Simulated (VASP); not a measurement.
A run of VASP 6.6.1:

Contents of INCAR:

```
SYSTEM = GaC
PREC = Accurate
ENCUT = 600
EDIFF = 1E-6
ISMEAR = -1
SIGMA = 0.05
LREAL = .FALSE.
LASPH = .TRUE.
NELM = 120
ALGO = Normal
ISIF = 2
LWAVE = .FALSE.
LCHARG = .FALSE.
GGA = PS
NBANDS = 16
GGA_COMPAT = .FALSE.
```

KPOINTS

```
regular mesh
0
G
  8 8 8
  0 0 0
```

POSCAR

```
GaC
1.0
    0.0000000000      2.3206573185      2.3206573185
    2.3206573185      0.0000000000      2.3206573185
    2.3206573185      2.3206573185      0.0000000000
Ga C
1 1
Direct
    0.0000000000      0.0000000000      0.0000000000
    0.2500000000      0.2500000000      0.2500000000
```

Potentials or basis: VASP PAW PBE potentials, release 64 (Ga_d, C).

The run is started by

```sh
$ cat potpaw_PBE.64/Ga_d/POTCAR potpaw_PBE.64/C/POTCAR > POTCAR
$ mpirun -np 1 vasp_std > vasp.out
```

Hardware: 1 thread of Intel Xeon 8259CL, on a shared host.

How long does it take, and how much memory?

Run time: 28 s on 1 thread of Intel Xeon 8259CL (shared host), peak memory 0.16 GiB. Counts: scf iterations 12, k points 29.
